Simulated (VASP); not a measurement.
# Cu (P6_3/mmc) in VASP: a series of runs, part 2 of 2

VASP 6.6.1. The steps go on from the part before.

## (3) Single point, PBEsol (uniaxial strain along c: -4.5 %)

Contents of INCAR:

```
SYSTEM = Cu
  ALGO = Fast
  EDIFF = 1E-7
  ENCUT = 520
  GGA = PS
  ISIF = 2
  ISMEAR = 0
  LASPH = .True.
  LCHARG = .False.
  LREAL = .False.
  LWAVE = .False.
  NBANDS = 30
  NELM = 60
  PREC = Accurate
  SIGMA = 0.1
```

Contents of KPOINTS:

```
k-points
0
Gamma
  24 24 6
  0 0 0
```

Contents of POSCAR:

```
Cu
1.0
    2.5481461608      0.0000000000      0.0000000000
   -1.2740730804      2.2067593078      0.0000000000
    0.0000000000      0.0000000000      7.8646683145
Cu
4
Direct
    0.0000000000      0.0000000000      0.0000000000
    0.3333333334      0.6666666666      0.2500000000
    0.0000000000      0.0000000000      0.5000000000
    0.6666666666      0.3333333334      0.7500000000
```

Potentials or basis: VASP PAW PBE potentials, release 64 (Cu).

Launch:

```bash
$ cat potpaw_PBE.64/Cu/POTCAR > POTCAR
$ mpirun -np 1 vasp_std > vasp.out
```

OUTCAR:

```text
SYSTEM = Cu
   EDIFF = 1E-7
   ENCUT = 520
   GGA = PS
   ISIF = 2
   ISMEAR = 0
   LASPH = .True.
   LREAL = .False.
   NELM = 60
   PREC = Accurate

 ion  position               nearest neighbor table
   1  0.000  0.000  0.000-   2 2.46   4 2.46   4 2.46   2 2.46   2 2.46   4 2.46
   2  0.333  0.667  0.250-   1 2.46   3 2.46   1 2.46   3 2.46   1 2.46   3 2.46
   3  0.000  0.000  0.500-   2 2.46   4 2.46   4 2.46   2 2.46   2 2.46   4 2.46
   4  0.667  0.333  0.750-   1 2.46   3 2.46   1 2.46   3 2.46   1 2.46   3 2.46

  LATTYP: Found a hexagonal cell.
 ALAT       =     2.5481461608
 C/A-ratio  =     3.0864274724

  Lattice vectors:

 A1 = (   2.5481461608,   0.0000000000,   0.0000000000)
 A2 = (  -1.2740730804,   2.2067593078,   0.0000000000)
 A3 = (   0.0000000000,   0.0000000000,   7.8646683145)

Analysis of symmetry for initial positions (statically):
=====================================================================
 Subroutine PRICEL returns:
 Original cell was already a primitive cell.

 Routine SETGRP: Setting up the symmetry group for a
[... 174 lines left out ...]
  energy without entropy =      -17.13178452  energy(sigma->0) =      -17.13447265

 E-fermi :   8.2749     XC(G=0): -13.2957

 val. band max:        8.2736797472   @ k =   0.4167   0.1250   0.0000
 cond. band min:       8.2939813696   @ k =   0.1250   0.0417   0.3333
 fundamental gap:      0.0203016224
 Fermi energy:         8.2749292974

 k-point     1 :       0.0000    0.0000    0.0000
  band No.  band energies     occupation
      1      -1.6598      2.00000
      2       0.7333      2.00000
      3       0.7336      2.00000
      4       2.8595      2.00000
      5       4.8444      2.00000
      6       4.8662      2.00000
[... 781 lines left out ...]
     29      19.2518      0.00000
     30      19.7734      0.00000

 [... further k-points ...]

------------------------ aborting loop because EDIFF is reached ----------------------------------------

  FORCE on cell =-STRESS in cart. coord.  units (eV):
  Direction    XX          YY          ZZ          XY          YZ          ZX
  --------------------------------------------------------------------------------------
  -------------------------------------------------------------------------------------
  Total        0.4563680      0.4563680      3.7114481      0.0000000      0.0000000      0.0000000
  in kB       16.5335491     16.5335491    134.4603572      0.0000000      0.0000000      0.0000000
  external PRESSURE =      55.8424851 kB  Pullay stress =       0.0000000 kB

 VOLUME and BASIS-vectors are now :
 -----------------------------------------------------------------------------
  energy-cutoff  :      520.00
  volume of cell :       44.22
      direct lattice vectors                 reciprocal lattice vectors
     2.548146161  0.000000000  0.000000000     0.392442167  0.226576590  0.000000000
    -1.274073080  2.206759308  0.000000000     0.000000000  0.453153181  0.000000000
     0.000000000  0.000000000  7.864668315     0.000000000  0.000000000  0.127150944

 POSITION                                       TOTAL-FORCE (eV/Angst)
 -----------------------------------------------------------------------------------
      0.00000      0.00000      0.00000        -0.000000      0.000000      0.000000
      0.00000      1.47117      1.96617         0.000000      0.000000     -0.000000
      0.00000      0.00000      3.93233        -0.000000      0.000000      0.000000
      1.27407      0.73559      5.89850        -0.000000     -0.000000      0.000000
 -----------------------------------------------------------------------------------
    total drift:                               -0.000000      0.000000      0.000000

  FREE ENERGIE OF THE ION-ELECTRON SYSTEM (eV)
  ---------------------------------------------------
  free  energy   TOTEN  =       -17.1371607896 eV

  energy  without entropy=      -17.1317845175  energy(sigma->0) =      -17.13447265
```

It took 6.6 min on 1 thread of Intel Xeon Platinum 8259CL at 2.50GHz (Skylake/Cascade Lake), shared host; peak memory 0.34 GiB.

What came out:

```yaml
Free_energy: -17.1372 eV
Pressure: 5.6 GPa
Band_gap_on_the_k_mesh: zero (band 22 reaches 11.37 eV, above the bottom of band 23 at 6.39 eV)
```

Caveat: the cell differs from its parent crystal (uniaxial strain along c: -4.5 %); the PAW data sets were made with another functional, which shifts forces and pressure a little.

## (4) Single point, PBEsol (uniaxial strain along c: -4.5 %, then relaxed in part)

Contents of INCAR:

```
SYSTEM = Cu
PREC = Accurate
ENCUT = 520
EDIFF = 1E-7
ISMEAR = 0
SIGMA = 0.1
LREAL = .FALSE.
LASPH = .TRUE.
NELM = 100
ALGO = Fast
ISIF = 2
LWAVE = .FALSE.
LCHARG = .FALSE.
GGA = PS
NBANDS = 30
```

Contents of KPOINTS:

```
Automatic mesh
0
G
  24 24 6
  0 0 0
```

Contents of POSCAR:

```
Cu
1.0
    2.5536924067      0.0000000000      0.0000000000
   -1.2768462034      2.2115624977      0.0000000000
    0.0000000000      0.0000000000      7.8646683145
Cu
4
Direct
    0.0000000000      0.0000000000      0.0000000000
    0.3333333330      0.6666666670      0.2500000000
    0.0000000000      0.0000000000      0.5000000000
    0.6666666670      0.3333333330      0.7500000000
```

Launch:

```bash
$ cat potpaw_PBE.64/Cu/POTCAR > POTCAR
$ mpirun -np 1 vasp_std > vasp.out
```

Wall time 6.1 min (1 thread of Intel Xeon Platinum 8259CL at 2.50GHz (Skylake/Cascade Lake), shared host); peak memory 0.34 GiB.

The run converged. Its results:

| Quantity | Value |
| --- | --- |
| Free energy | -17.1387 eV |
| Pressure | 4.8 GPa |
| Band gap on the k mesh | zero (band 22 reaches 11.29 eV, above the bottom of band 23 at 6.34 eV) |

Stress tensor (GPa, compression positive):
```
 0.81  0.00  0.00
 0.00  0.81  0.00
 0.00  0.00 12.81
```

Levels at points of the mesh, in eV from the Fermi level:
```tsv
k point	band 20	band 21	band 22	band 23	band 24	band 25
(0.00, 0.00, 0.00)	-2.05	-2.05	-1.71	-1.71	-0.65	4.90
(0.50, 0.00, 0.00)	-1.56	-0.93	0.22	0.81	1.39	4.69
(0.00, 0.00, 0.50)	-2.42	-1.87	-1.87	-1.87	-1.87	8.37
(0.50, 0.00, 0.50)	-1.68	-0.14	-0.14	1.20	1.20	5.33
```

Caveat: the cell differs from its parent crystal (uniaxial strain along c: -4.5 %, then relaxed in part); the PAW data sets were made with another functional, which shifts forces and pressure a little.

## (5) Summary

| cell | k mesh | further INCAR settings | gap on the mesh (eV) | pressure (GPa) |
| --- | --- | --- | --- | --- |
| a = 2.520, b = 2.520, c = 8.235 Å, angles 90.0, 90.0, 120.0°, 4 atoms | 18 × 18 × 6 | ALGO = Fast; EDIFF = 1e-06; NBANDS = 30 | none | 0.9 |
| a = 2.548, b = 2.548, c = 7.865 Å, angles 90.0, 90.0, 120.0°, 4 atoms | 24 × 24 × 6 | ALGO = Fast; EDIFF = 1e-07; NBANDS = 30 | none | 5.6 |
| a = 2.554, b = 2.554, c = 7.865 Å, angles 90.0, 90.0, 120.0°, 4 atoms | 24 × 24 × 6 | ALGO = Fast; EDIFF = 1e-07; NBANDS = 30 | none | 4.8 |

Alike in all rows: task single point; level PBEsol; potentials or basis VASP PAW PBE potentials, release 64 (Cu); no spin polarisation; cutoff (eV) 520; smearing gaussian 0.1 eV.

Caveats: the PAW data sets were made with another functional, which shifts forces and pressure a little.

Total energies depend on the potentials used, so only differences within one code and one set of settings carry meaning.
